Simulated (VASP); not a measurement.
# Li2S: single point with PBE

Li2S:

```
Li S
1.0
     0.00000    2.74710    2.74710
     2.74710    0.00000    2.74710
     2.74710    2.74710    0.00000
Li S
2 1
Direct
  0.75000 0.75000 0.75000
  0.25000 0.25000 0.25000
  0.00000 0.00000 0.00000
```

This cell differs from its parent crystal: volume changed by -10%.

```yaml
Program: VASP 6.6.1
Task: single point
Functional: PBE
Potentials_or_basis: VASP PAW PBE potentials, release 64 (Li_sv, S)
Cutoff: 750 eV
k_mesh: 4 × 4 × 4
Occupations: gaussian, width 0.01 eV
Spin: no spin polarisation
```

| Property | Result |
| --- | --- |
| Pressure | 5.6 GPa |
| Band gap on the k mesh | 3.29 eV, indirect (least direct gap 4.85 eV) |

Levels at points of the mesh, in eV from the valence-band top:
```
           k point  band 2  band 3  band 4  band 5  band 6  band 7  band 8  band 9  band 10  band 11
(0.00, 0.00, 0.00)  -43.94  -11.33    0.00    0.00    0.00    4.85    6.26    6.26     6.26    11.45
(0.50, 0.00, 0.00)  -43.97  -10.81   -3.25   -0.59   -0.59    6.61    6.61    6.63     8.96    13.46
(0.50, 0.50, 0.00)  -43.96  -10.66   -2.40   -1.65   -1.65    3.29    7.37   11.91    11.91    12.95
```

Wall time 15 s on 1 thread of Intel Xeon 8259CL, with other jobs on the host, peak memory 0.19 GiB.

Caveat: the k points lie up to 0.50 Å⁻¹ apart. A k mesh can miss the band edges.
